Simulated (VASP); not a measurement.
# HfN (Fm-3m) in VASP: further runs

The runs below take HfN through single point, with PBE.

Everything below comes from runs of VASP 6.6.1. Logs are shortened: lines on timing, memory, paths and dates and some standing lists are left out, and cuts for length are marked.

## 1. The cell of the first run

Symmetry: Fm-3m, No. 225, cubic system. The conventional cell has a = 4.548 Å, b = 4.548 Å, c = 4.548 Å, α = 90.00°, β = 90.00°, γ = 90.00°. Hf (site symmetry m-3m) has 6 N at 2.27 Å within 3.0 Å. Within 3.0 Å of N (site symmetry m-3m) lie 6 Hf at 2.27 Å.

## 2. Single point, PBE

INCAR reads:

```
PREC = Accurate
ENCUT = 520
EDIFF = 1E-6
ISMEAR = 0
SIGMA = 0.1
LREAL = F
LASPH = T
NELM = 100
ALGO = Normal
ISIF = 2
LWAVE = F
LCHARG = F
GGA = PE
NBANDS = 23
```

KPOINTS reads:

```
regular mesh
0
Gamma
  10 10 8
```

POSCAR reads:

```
HfN
1.0
    3.2157737866      0.0000000000      0.0000000000
    0.0000000000      3.2157737866      0.0000000000
    0.0000000000      0.0000000000      4.5477909025
Hf N
2 2
Direct
    0.0000000000      0.0000000000      0.0000000000
    0.5000000000      0.5000000000      0.5000000000
    0.0000000000      0.0000000000      0.5000000000
    0.5000000000      0.5000000000      0.0000000000
```

Potentials or basis: VASP PAW PBE potentials, release 64 (Hf_pv, N).

Started as:

```sh
> cat potpaw_PBE.64/Hf_pv/POTCAR potpaw_PBE.64/N/POTCAR > POTCAR
> mpirun -np 1 vasp_std > vasp.out
```

OUTCAR:

```text
PREC = Accurate
   ENCUT = 520
   EDIFF = 1E-6
   ISMEAR = 0
   LREAL = F
   LASPH = T
   NELM = 100
   ISIF = 2
   GGA = PE

 ion  position               nearest neighbor table
   1  0.000  0.000  0.000-   3 2.27   3 2.27   4 2.27   4 2.27   4 2.27   4 2.27   2 3.22   2 3.22
                             2 3.22   2 3.22   2 3.22   2 3.22   2 3.22   2 3.22
   2  0.500  0.500  0.500-   4 2.27   4 2.27   3 2.27   3 2.27   3 2.27   3 2.27   1 3.22   1 3.22
                             1 3.22   1 3.22   1 3.22   1 3.22   1 3.22   1 3.22
   3  0.000  0.000  0.500-   1 2.27   1 2.27   2 2.27   2 2.27   2 2.27   2 2.27
   4  0.500  0.500  0.000-   2 2.27   2 2.27   1 2.27   1 2.27   1 2.27   1 2.27

  LATTYP: Found a simple tetragonal cell.
 ALAT       =     3.2157737866
 C/A-ratio  =     1.4142135624

  Lattice vectors:

 A1 = (   3.2157737866,   0.0000000000,   0.0000000000)
 A2 = (   0.0000000000,   3.2157737866,   0.0000000000)
 A3 = (   0.0000000000,   0.0000000000,   4.5477909025)

Analysis of symmetry for initial positions (statically):
=====================================================================
 Subroutine PRICEL returns following result:

  LATTYP: Found a face centered cubic cell.
 ALAT       =     4.5477909025

  Lattice vectors:

 A1 = (  -1.6078868933,  -1.6078868933,  -2.2738954513)
 A2 = (   1.6078868933,  -1.6078868933,  -2.2738954512)
 A3 = (   0.0000000000,  -3.2157737866,   0.0000000000)

   2 primitive cells build up your supercell.

 Routine SETGRP: Setting up the symmetry group for a
 simple tetragonal supercell.

 Subroutine GETGRP returns: Found 16 space group operations
 (whereof 16 operations were pure point group operations)
 out of a pool of 16 trial point group operations.

The static configuration has the point symmetry D_4h.

Analysis of symmetry for dynamics (positions and initial velocities):
=====================================================================
 Subroutine PRICEL returns following result:

  LATTYP: Found a face centered cubic cell.
 ALAT       =     4.5477909025

  Lattice vectors:

 A1 = (  -1.6078868933,  -1.6078868933,  -2.2738954513)
 A2 = (   1.6078868933,  -1.6078868933,  -2.2738954512)
 A3 = (   0.0000000000,  -3.2157737866,   0.0000000000)

   2 primitive cells build up your supercell.

 Routine SETGRP: Setting up the symmetry group for a
[... 97 lines left out ...]
   PREC   = accura    normal or accurate (medium, high low for compatibility)
   ISTART =      0    job   : 0-new  1-cont  2-samecut
   ICHARG =      2    charge: 1-file 2-atom 10-const
   ISPIN  =      1    spin polarized calculation?
   LNONCOLLINEAR =      F non collinear calculations
   LSORBIT =      F    spin-orbit coupling
   LASPH  =      T    aspherical Exc in radial PAW
   ENCUT  =  520.0 eV  38.22 Ry    6.18 a.u.   5.98  5.98  8.46*2*pi/ulx,y,z
   NELM   =    100;   NELMIN=  2; NELMDL= -5     # of ELM steps
   EDIFF  = 0.1E-05   stopping-criterion for ELM
   LREAL  =      F    real-space projection
   EDIFFG = 0.1E-04   stopping-criterion for IOM
   NSW    =      0    number of steps for IOM
   IBRION =     -1    ionic relax: 0-MD 1-quasi-New 2-CG
   NFREE  =      0    steps in history (QN), initial steepest desc. (CG)
   ISIF   =      2    stress and relaxation
   ISYM   =      2    0-nonsym 1-usesym 2-fastsym
   POTIM  = 0.5000    time-step for ionic-motion
   TEBEG  =    0.0;   TEEND  =   0.0 temperature during run
   PSTRESS=    0.0 pullay stress
   NELECT =      30.0000    total number of electrons
   NUPDOWN=      -1.0000    fix difference up-down
   EMIN   =  10.00;   EMAX   =-10.00  energy-range for DOS
   EFERMI =   0.00;   METHOD = LEGACY
   ISMEAR =     0;   SIGMA  =   0.10  broadening in eV -4-tet -1-fermi 0-gaus
   EFERMI_NEDOS =   21; number of points for ismear=-14 and -15
   IALGO  =     38    algorithm
   IMIX   =      4    mixing-type and parameters
     AMIX     =   0.40;   BMIX     =  1.00
     AMIX_MAG =   1.60;   BMIX_MAG =  1.00
  volume/ion in A,a.u.               =      11.76        79.34
  Fermi-wavevector in a.u.,A,eV,Ry     =   1.409261  2.663117 27.021395  1.986016
  Thomas-Fermi vector in A             =   2.531335
   LORBIT       =      0    0 simple, 1 ext, 2 COOP (PROOUT), +10 PAW based schemes
   GGA     = PE    functional components
   LHFCALC =     F    Hartree Fock is set to
   AEXX    =    0.0000 exact exchange contribution
   IVDW    =     0    specifies the selected vdW correction
   LEPSILON=     F    determine dielectric tensor
   LRPA    =     F    only Hartree local field effects (RPA)
 non-spin polarized calculation
 Gauss-broadening in eV      SIGMA  =   0.10
  energy-cutoff  :      520.00
  volume of cell :       47.03
 maximum number of plane-waves:      1296
 NGX is ok and might be reduce to    24
   NGX = 11   NGY = 11   NGZ = 17

 number of electron      29.9999999 magnetization

 Free energy of the ion-electron system (eV)
  ---------------------------------------------------
  ext. energy  EPLUGINS =         0.00000000
  ---------------------------------------------------
  free energy    TOTEN  =       -43.50269320 eV

  energy without entropy =      -43.49348759  energy(sigma->0) =      -43.49809040

 E-fermi :   8.2483     XC(G=0): -12.6290

 val. band max:        8.2427704109   @ k =   0.4000   0.4000   0.3750
 cond. band min:       8.2595973996   @ k =   0.2000   0.0000   0.0000
 fundamental gap:      0.0168269887
 Fermi energy:         8.2482979899

 k-point     1 :       0.0000    0.0000    0.0000
  band No.  band energies     occupation
      1     -23.7552      2.00000
      2     -23.3065      2.00000
      3     -23.3065      2.00000
      4     -23.0198      2.00000
      5     -23.0198      2.00000
      6     -23.0185      2.00000
[... 613 lines left out ...]
     22      12.4178      0.00000
     23      12.8923      0.00000

 [... further k-points ...]
[... 5 lines left out ...]
  --------------------------------------------------------------------------------------
  -------------------------------------------------------------------------------------
  Total       -0.7693768     -0.7693768     -0.4690436      0.0000000      0.0000000      0.0000000
  in kB      -26.2106752    -26.2106752    -15.9791017      0.0000000      0.0000000      0.0000000
  external PRESSURE =     -22.8001507 kB  Pullay stress =       0.0000000 kB

 VOLUME and BASIS-vectors are now :
 -----------------------------------------------------------------------------
  energy-cutoff  :      520.00
  volume of cell :       47.03
      direct lattice vectors                 reciprocal lattice vectors
     3.215773787  0.000000000  0.000000000     0.310967147  0.000000000  0.000000000
     0.000000000  3.215773787  0.000000000     0.000000000  0.310967147  0.000000000
     0.000000000  0.000000000  4.547790903     0.000000000  0.000000000  0.219886978

 POSITION                                       TOTAL-FORCE (eV/Angst)
 -----------------------------------------------------------------------------------
      0.00000      0.00000      0.00000         0.000000      0.000000      0.000000
      1.60789      1.60789      2.27390         0.000000      0.000000      0.000000
      0.00000      0.00000      2.27390         0.000000      0.000000      0.000000
      1.60789      1.60789      0.00000        -0.000000     -0.000000     -0.000000
 -----------------------------------------------------------------------------------
    total drift:                                0.000000     -0.000000     -0.000000

  FREE ENERGIE OF THE ION-ELECTRON SYSTEM (eV)
  ---------------------------------------------------
  free  energy   TOTEN  =       -43.5026932049 eV

  energy  without entropy=      -43.4934875940  energy(sigma->0) =      -43.49809040
```

OSZICAR:

```text
N       E                     dE             d eps       ncg     rms          rms(c)
DAV:   1     0.119432476423E+03    0.11943E+03   -0.16359E+04  4830   0.129E+03
DAV:   2    -0.428536654800E+02   -0.16229E+03   -0.15425E+03  6349   0.317E+02
DAV:   3    -0.494726581611E+02   -0.66190E+01   -0.65602E+01  6323   0.513E+01
DAV:   4    -0.495300468656E+02   -0.57389E-01   -0.57334E-01  5599   0.529E+00
DAV:   5    -0.495308150069E+02   -0.76814E-03   -0.76774E-03  6454   0.490E-01    0.666E+01
DAV:   6    -0.436952998262E+02    0.58355E+01   -0.28560E+01  5628   0.269E+01    0.547E+01
DAV:   7    -0.435435285416E+02    0.15177E+00   -0.16418E+00  5754   0.774E+00    0.315E+01
DAV:   8    -0.435164286370E+02    0.27100E-01   -0.16272E-01  5896   0.295E+00    0.751E+00
DAV:   9    -0.435035639656E+02    0.12865E-01   -0.56386E-02  5915   0.134E+00    0.329E+00
DAV:  10    -0.435027633214E+02    0.80064E-03   -0.61237E-03  5898   0.504E-01    0.563E-01
DAV:  11    -0.435026981613E+02    0.65160E-04   -0.37667E-04  5921   0.138E-01    0.104E-01
DAV:  12    -0.435026927752E+02    0.53861E-05   -0.41161E-05  5968   0.404E-02    0.880E-02
DAV:  13    -0.435026932049E+02   -0.42971E-06   -0.23688E-06  4918   0.106E-02
   1 F= -.43502693E+02 E0= -.43498090E+02  d E =-.920561E-02
```

Wall time 36 s (1 thread of Intel Xeon Platinum 8488C (Sapphire Rapids), shared host); peak memory 0.23 GiB.

The run converged, but its numbers aren't listed here, since they failed a check.

Caveat: spin-orbit coupling is left out, which moves the levels of the heavy elements.

## 3. Single point, PBE (volume scaled by 0.88)

INCAR reads:

```
SYSTEM = HfN
PREC = Accurate
ENCUT = 520
EDIFF = 1E-6
ISMEAR = 0
SIGMA = 0.1
LREAL = .False.
LASPH = .True.
NELM = 100
ALGO = Normal
ISIF = 2
LWAVE = .False.
LCHARG = .False.
GGA = PE
NBANDS = 14
```

KPOINTS reads:

```
Automatic mesh
0
Gamma
  16 16 16
  0 0 0
```

POSCAR reads:

```
HfN
1.0
    0.0000000000      2.1790375614      2.1790375614
    2.1790375614      0.0000000000      2.1790375614
    2.1790375614      2.1790375614      0.0000000000
Hf N
1 1
Direct
    0.0000000000      0.0000000000      0.0000000000
    0.5000000000      0.5000000000      0.5000000000
```

Potentials or basis: VASP PAW PBE potentials, release 64 (Hf_pv, N).

Started as:

```sh
> cat potpaw_PBE.64/Hf_pv/POTCAR potpaw_PBE.64/N/POTCAR > POTCAR
> mpirun -np 1 vasp_std > vasp.out
```

It took 26 s on 1 thread of AMD EPYC 9R14 (Zen 4), shared host; peak memory 0.14 GiB.

It converged, with:

| Property | Result |
| --- | --- |
| Free energy | -21.4526 eV |
| Pressure | 41.6 GPa |

Levels at points of the mesh, in eV from the Fermi level:
```csv
k point,band 4,band 5,band 6,band 7,band 8,band 9,band 10,band 11,band 12,band 13
"(0.00, 0.00, 0.00)",-18.15,-3.15,-3.15,-3.15,-0.42,-0.42,-0.42,2.24,2.24,2.90
"(0.50, 0.00, 0.00)",-14.74,-9.53,-6.75,-6.75,3.80,4.28,4.28,5.03,10.22,10.22
"(0.50, 0.50, 0.00)",-17.06,-5.33,-4.32,-3.72,-3.72,4.71,6.41,6.41,6.96,9.50
```

Caveat: spin-orbit coupling is left out, which moves the levels of the heavy elements.

## 4. Single point, PBE (volume scaled by 0.91)

INCAR reads:

```
SYSTEM = HfN
PREC = Accurate
ENCUT = 520
EDIFF = 1E-7
ISMEAR = 0
SIGMA = 0.1
LREAL = .FALSE.
LASPH = .TRUE.
NELM = 100
ALGO = Normal
ISIF = 2
LWAVE = .FALSE.
LCHARG = .FALSE.
GGA = PE
NBANDS = 14
```

KPOINTS reads:

```
Automatic mesh
0
G
  16 16 16
  0 0 0
```

POSCAR reads:

```
HfN
1.0
    0.0000000000      2.2035231790      2.2035231790
    2.2035231790      0.0000000000      2.2035231790
    2.2035231790      2.2035231790      0.0000000000
Hf N
1 1
Direct
    0.0000000000      0.0000000000      0.0000000000
    0.5000000000      0.5000000000      0.5000000000
```

Started as:

```sh
> cat potpaw_PBE.64/Hf_pv/POTCAR potpaw_PBE.64/N/POTCAR > POTCAR
> mpirun -np 1 vasp_std > vasp.out
```

Run time: 28 s. Hardware: 1 thread of AMD EPYC 9R14 (Zen 4), shared host; peak memory 0.14 GiB.

The run converged. Its results:

```yaml
Free_energy: -21.6052 eV
Pressure: 27.8 GPa
```

Levels at points of the mesh, in eV from the Fermi level:
```csv
k point,band 4,band 5,band 6,band 7,band 8,band 9,band 10,band 11,band 12,band 13
"(0.00, 0.00, 0.00)",-17.95,-3.11,-3.11,-3.11,-0.39,-0.39,-0.39,2.15,2.15,2.54
"(0.50, 0.00, 0.00)",-14.77,-9.33,-6.57,-6.57,3.63,4.10,4.10,4.84,9.77,9.77
"(0.50, 0.50, 0.00)",-16.85,-5.37,-4.16,-3.72,-3.72,4.51,6.12,6.12,6.52,9.01
```

Caveat: spin-orbit coupling is left out, which moves the levels of the heavy elements.

## 5. Single point, PBE (volume scaled by 0.94)

INCAR reads:

```
  ALGO = Normal
  EDIFF = 1E-7
  ENCUT = 520
  GGA = PE
  ISIF = 2
  ISMEAR = 0
  LASPH = True
  LCHARG = False
  LREAL = False
  LWAVE = False
  NBANDS = 14
  NELM = 60
  PREC = Accurate
  SIGMA = 0.1
```

KPOINTS reads:

```
k-points
0
Gamma
  16 16 16
```

POSCAR reads:

```
HfN
1.0
    0.0000000000      2.2274763945      2.2274763945
    2.2274763945      0.0000000000      2.2274763945
    2.2274763945      2.2274763945      0.0000000000
Hf N
1 1
Direct
    0.0000000000      0.0000000000      0.0000000000
    0.5000000000      0.5000000000      0.5000000000
```

Started as:

```sh
> cat potpaw_PBE.64/Hf_pv/POTCAR potpaw_PBE.64/N/POTCAR > POTCAR
> mpirun -np 1 vasp_std > vasp.out
```

Run time: 29 s. Hardware: 1 thread of AMD EPYC 9R14 (Zen 4), shared host; peak memory 0.14 GiB.

Results (log left out):

- Free energy: -21.7016 eV
- Pressure: 16.1 GPa

Levels at points of the mesh, in eV from the Fermi level:
```csv
k point,band 4,band 5,band 6,band 7,band 8,band 9,band 10,band 11,band 12,band 13
"(0.00, 0.00, 0.00)",-17.76,-3.08,-3.08,-3.08,-0.37,-0.37,-0.37,2.07,2.07,2.21
"(0.50, 0.00, 0.00)",-14.79,-9.14,-6.40,-6.40,3.47,3.92,3.92,4.65,9.35,9.35
"(0.50, 0.50, 0.00)",-16.66,-5.40,-4.00,-3.72,-3.72,4.33,5.86,5.86,6.10,8.56
```

Caveat: spin-orbit coupling is left out, which moves the levels of the heavy elements.

## 6. Summary

```csv
cell,gap on the mesh (eV),pressure (GPa)
"a = 3.082 Å, angles 60.0°, 2 atoms",none,41.6
"a = 3.116 Å, angles 60.0°, 2 atoms",none,27.8
"a = 3.150 Å, angles 60.0°, 2 atoms",none,16.1
```

Alike in all rows: task single point; level PBE; potentials or basis VASP PAW PBE potentials, release 64 (Hf_pv, N); no spin polarisation; k mesh 16 × 16 × 16; cutoff (eV) 520; smearing gaussian 0.1 eV.

Caveats: spin-orbit coupling is left out, which moves the levels of the heavy elements.

Absolute energies hang on the potentials; compare differences alone.
